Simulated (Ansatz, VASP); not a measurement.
# Si5W in VASP and in Ansatz

```
CELL_PARAMETERS angstrom
0.00000 3.48261 3.48261
3.48261 0.00000 3.48261
3.48261 3.48261 0.00000
ATOMIC_POSITIONS crystal
Si 0.37459 0.37459 0.87622
Si 0.37459 0.87622 0.37459
Si 0.87622 0.37459 0.37459
Si 0.37459 0.37459 0.37459
Si 0.75000 0.75000 0.75000
W 0.00000 0.00000 0.00000
```

Change from the starting cell: species swapped into the DyCu5 type (F-43m, No. 216).

Alike in both runs: task relaxation of cell and atoms; functional PBE; k mesh 10 × 10 × 10; occupations gaussian, width 0.1 eV; no spin polarisation.

|  | VASP | Ansatz |
| --- | --- | --- |
| version | VASP 6.6.1 | Ansatz 0.2.0 |
| potentials or method | VASP PAW PBE potentials, release 64 (Si, W_sv), cutoff 600 eV | scalar-relativistic, plane waves, PAW |
| valence electrons in the cell | 34 | 34 |

|  | VASP | Ansatz | Ansatz less VASP |
| --- | --- | --- | --- |
| gap on the k mesh at the Fermi level, each at its own relaxed structure (eV) | none | none | - |
| relaxed volume (Å³/atom) | 13.99 | 13.99 | -0.001 |
| relaxed cell length with the largest relative difference (Å) | 4.915 | 4.915 | -0.0001 |

A gap of «none» marks a metal or a gap that the smearing closes.

Neither program's run includes spin-orbit coupling.
